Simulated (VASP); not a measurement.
# Fe (Fm-3m) in VASP: notebook

Runs on Fe. Level: PBEsol. Tasks: single point.

Everything below comes from runs of VASP 6.6.1. Logs are shortened: lines on timing, memory, paths and dates and some standing lists are left out, and cuts for length are marked.

## 1. The cell of the first run

It takes space group Fm-3m (No. 225, cubic). The conventional cell has a = 3.600 Å, b = 3.600 Å, c = 3.600 Å, α = 90.00°, β = 90.00°, γ = 90.00°. Fe (site symmetry m-3m) has 12 Fe at 2.55 Å within 3.4 Å.

## 2. Single point, PBEsol, collinear spin, ferromagnetic start

INCAR reads:

```
ALGO = Normal
EDIFF = 1E-7
ENCUT = 520
GGA = PS
ISIF = 2
ISMEAR = 0
ISPIN = 2
LASPH = True
LCHARG = False
LMAXMIX = 4
LORBIT = 11
LREAL = False
LWAVE = False
MAGMOM = 3.49
NBANDS = 14
NELM = 150
PREC = Accurate
SIGMA = 0.1
```

KPOINTS reads:

```
k-points
0
Gamma
  8 8 8
```

POSCAR reads:

```
Fe
1.0
    0.0000000000      1.7999525103      1.7999525103
    1.7999525103      0.0000000000      1.7999525103
    1.7999525103      1.7999525103      0.0000000000
Fe
1
Direct
    0.0000000000      0.0000000000      0.0000000000
```

Potentials or basis: VASP PAW PBE potentials, release 64 (Fe).

Command:

```bash
> cat potpaw_PBE.64/Fe/POTCAR > POTCAR
> mpirun -np 1 vasp_std > vasp.out
```

OUTCAR:

```text
EDIFF = 1E-7
   ENCUT = 520
   GGA = PS
   ISIF = 2
   ISMEAR = 0
   ISPIN = 2
   LASPH = True
   LORBIT = 11
   LREAL = False
   NELM = 150
   PREC = Accurate

 ion  position               nearest neighbor table
   1  0.000  0.000  0.000-

  LATTYP: Found a face centered cubic cell.
 ALAT       =     3.5999050206

  Lattice vectors:

 A1 = (   0.0000000000,   1.7999525103,   1.7999525103)
 A2 = (   1.7999525103,   0.0000000000,   1.7999525103)
 A3 = (   1.7999525103,   1.7999525103,   0.0000000000)

Analysis of symmetry for initial positions (statically):
=====================================================================
 Subroutine PRICEL returns:
 Original cell was already a primitive cell.

 Routine SETGRP: Setting up the symmetry group for a
 face centered cubic supercell.

 Subroutine GETGRP returns: Found 48 space group operations
[... 9 lines left out ...]

 Routine SETGRP: Setting up the symmetry group for a
 face centered cubic supercell.

 Subroutine GETGRP returns: Found 48 space group operations
 (whereof 48 operations were pure point group operations)
 out of a pool of 48 trial point group operations.

The dynamic configuration has the point symmetry O_h .

Analysis of structural, dynamic, and magnetic symmetry:
=====================================================================
 Subroutine PRICEL returns:
 Original cell was already a primitive cell.

 Routine SETGRP: Setting up the symmetry group for a
 face centered cubic supercell.

 Subroutine GETGRP returns: Found 48 space group operations
 (whereof 48 operations were pure point group operations)
 out of a pool of 48 trial point group operations.

The overall configuration has the point symmetry O_h .

 Subroutine INISYM returns: Found 48 space group operations
[... 5 lines left out ...]
                                     Primitive cell

  volume of cell :      11.6631

  direct lattice vectors                    reciprocal lattice vectors
     0.000000000  1.799952510  1.799952510    -0.277785107  0.277785107  0.277785107
     1.799952510  0.000000000  1.799952510     0.277785107 -0.277785107  0.277785107
     1.799952510  1.799952510  0.000000000     0.277785107  0.277785107 -0.277785107

  length of vectors
     2.545517252  2.545517252  2.545517252     0.481137918  0.481137918  0.481137918

  position of ions in fractional coordinates (direct lattice)
     0.000000000  0.000000000  0.000000000

  ion indices of the primitive-cell ions
   primitive index   ion index
                 1           1

----------------------------------------------------------------------------------------

 KPOINTS: k-points

Automatic generation of k-mesh.
 Grid dimensions read from file:
 generate k-points for:    8    8    8

[... 95 lines left out ...]
 Gauss-broadening in eV      SIGMA  =   0.10
  energy-cutoff  :      520.00
  volume of cell :       11.66
 maximum number of plane-waves:       332
   NGX =  9   NGY =  9   NGZ =  9

 number of electron       8.0000002 magnetization       2.6894754

 Free energy of the ion-electron system (eV)
  ---------------------------------------------------
  ext. energy  EPLUGINS =         0.00000000
  ---------------------------------------------------
  free energy    TOTEN  =        -8.72127884 eV

  energy without entropy =       -8.71437955  energy(sigma->0) =       -8.71782920

 E-fermi :   5.5283     XC(G=0): -13.1115

 val. band max:        5.4908399303   @ k =   0.3750   0.1250   0.0000
 cond. band min:       5.5328928213   @ k =   0.5000   0.0000   0.0000
 fundamental gap:      0.0420528910
 Fermi energy:         5.5283036414

 spin component 1

 k-point     1 :       0.0000    0.0000    0.0000
  band No.  band energies     occupation
      1      -3.0365      1.00000
      2       3.1047      1.00000
      3       3.1047      1.00000
      4       3.1047      1.00000
      5       4.1605      1.00000
      6       4.1605      1.00000
      7      27.5231      0.00000
      8      31.7894      0.00000
      9      31.7894      0.00000
     10      31.7894      0.00000
     11      34.6787      0.00000
     12      34.6787      0.00000
     13      34.6787      0.00000
     14      37.1991      0.00000
[... 379 lines left out ...]
      3       3.0479      1.00000
      4       3.6254      1.00000
      5       5.0596      1.00000
      6       9.0999      0.00000
      7      12.0936      0.00000
      8      21.0317      0.00000
      9      22.1841      0.00000
     10      30.0948      0.00000
     11      34.0134      0.00000
     12      40.6177      0.00000
     13      43.4023      0.00000
     14      44.2639      0.00000

 [... further k-points ...]

 spin component 2

 k-point     1 :       0.0000    0.0000    0.0000
  band No.  band energies     occupation
      1      -2.6202      1.00000
      2       5.5397      0.43576
      3       5.5398      0.43555
      4       5.5398      0.43554
      5       7.1526      0.00000
      6       7.1526      0.00000
      7      27.4260      0.00000
      8      32.3031      0.00000
      9      32.3031      0.00000
     10      32.3031      0.00000
     11      35.5936      0.00000
     12      35.5936      0.00000
     13      35.5936      0.00000
     14      36.9104      0.00000
[... 379 lines left out ...]
      3       5.0263      1.00000
      4       6.3373      0.00000
      5       7.8864      0.00000
      6      10.7110      0.00000
      7      13.6707      0.00000
      8      21.8884      0.00000
      9      23.1199      0.00000
     10      30.5714      0.00000
     11      34.7201      0.00000
     12      41.0916      0.00000
     13      44.1562      0.00000
     14      45.2065      0.00000

 [... further k-points ...]
[... 5 lines left out ...]
  --------------------------------------------------------------------------------------
  -------------------------------------------------------------------------------------
  Total        0.0038843      0.0038843      0.0038843     -0.0000000     -0.0000000     -0.0000000
  in kB        0.5335883      0.5335883      0.5335883     -0.0000000     -0.0000000     -0.0000000
  external PRESSURE =       0.5335883 kB  Pullay stress =       0.0000000 kB

 VOLUME and BASIS-vectors are now :
 -----------------------------------------------------------------------------
  energy-cutoff  :      520.00
  volume of cell :       11.66
      direct lattice vectors                 reciprocal lattice vectors
     0.000000000  1.799952510  1.799952510    -0.277785107  0.277785107  0.277785107
     1.799952510  0.000000000  1.799952510     0.277785107 -0.277785107  0.277785107
     1.799952510  1.799952510  0.000000000     0.277785107  0.277785107 -0.277785107

 POSITION                                       TOTAL-FORCE (eV/Angst)
 -----------------------------------------------------------------------------------
      0.00000      0.00000      0.00000        -0.000000      0.000000      0.000000
 -----------------------------------------------------------------------------------
    total drift:                                0.000000      0.000000      0.000000

  FREE ENERGIE OF THE ION-ELECTRON SYSTEM (eV)
  ---------------------------------------------------
  free  energy   TOTEN  =        -8.7212788402 eV

  energy  without entropy=       -8.7143795525  energy(sigma->0) =       -8.71782920

 total charge

# of ion       s       p       d       tot
------------------------------------------
    1        0.493   0.534   6.192   7.219

 magnetization (x)

# of ion       s       p       d       tot
------------------------------------------
    1       -0.013  -0.033   2.710   2.663
```

Wall time 7 s (1 thread of Intel Xeon 6975P-C (Granite Rapids), shared host); peak memory 0.13 GiB.

What came out:

| Item | Value |
| --- | --- |
| Free energy | -8.7213 eV |
| Pressure | 0.1 GPa |
| Net moment | 2.69 μB per cell |
| Site moments | Fe +2.66 μB |
| Valence electrons inside the program's atomic spheres | Fe 7.22 |

Caveat: the k points lie up to 0.38 Å⁻¹ apart; the PAW data sets were made with another functional, which shifts forces and pressure a little.

## 3. Single point, PBEsol, collinear spin, ferromagnetic start

This run uses another cell than the first one, of 19.27 Å³/atom, 1.652 times its volume.

INCAR reads:

```
PREC = Accurate
ENCUT = 520
EDIFF = 1E-6
ISMEAR = 0
SIGMA = 0.1
LREAL = False
LASPH = True
NELM = 150
ALGO = Normal
ISIF = 2
LWAVE = False
LCHARG = False
ISPIN = 2
MAGMOM = 4
LORBIT = 11
LMAXMIX = 4
GGA = PS
NBANDS = 14
```

KPOINTS reads:

```
regular mesh
0
Gamma
  8 8 8
```

POSCAR reads:

```
Fe
1.0
    0.0000000000      2.1278227894      2.1278227894
    2.1278227894      0.0000000000      2.1278227894
    2.1278227894      2.1278227894      0.0000000000
Fe
1
Direct
    0.0000000000      0.0000000000      0.0000000000
```

Potentials or basis: VASP PAW PBE potentials, release 64 (Fe).

Command:

```bash
> cat potpaw_PBE.64/Fe/POTCAR > POTCAR
> mpirun -np 1 vasp_std > vasp.out
```

Run time: 6.4 s. Hardware: 1 thread of Intel Xeon 6975P-C (Granite Rapids), shared host; peak memory 0.15 GiB.

The run converged. Its results:

| Item | Value |
| --- | --- |
| Free energy | -7.5371 eV |
| Pressure | -29.2 GPa |
| Net moment | 3.06 μB per cell |
| Site moments | Fe +3.11 μB |
| Valence electrons inside the program's atomic spheres | Fe 6.58 |

Levels at points of the mesh, in eV from the Fermi level:
Spin up:
```tsv
k point	band 2	band 3	band 4	band 5	band 6	band 7	band 8	band 9	band 10	band 11
(0.00, 0.00, 0.00)	-2.69	-2.69	-2.69	-2.33	-2.33	17.55	18.40	18.40	18.40	20.61
(0.50, 0.00, 0.00)	-2.81	-2.81	-1.84	-1.84	-0.19	2.34	15.88	15.88	16.42	18.75
(0.50, 0.50, 0.00)	-3.54	-1.97	-1.68	-1.68	1.50	4.86	9.68	9.68	13.33	14.50
```
Spin down:
```tsv
k point	band 1	band 2	band 3	band 4	band 5	band 6	band 7
(0.00, 0.00, 0.00)	-6.24	0.11	0.11	0.11	1.00	1.00	17.18
(0.50, 0.00, 0.00)	-2.17	-0.10	0.16	0.16	1.38	1.38	4.13
(0.50, 0.50, 0.00)	-1.62	-1.15	1.42	1.42	1.47	1.68	6.37
```

Caveat: the PAW data sets were made with another functional, which shifts forces and pressure a little.
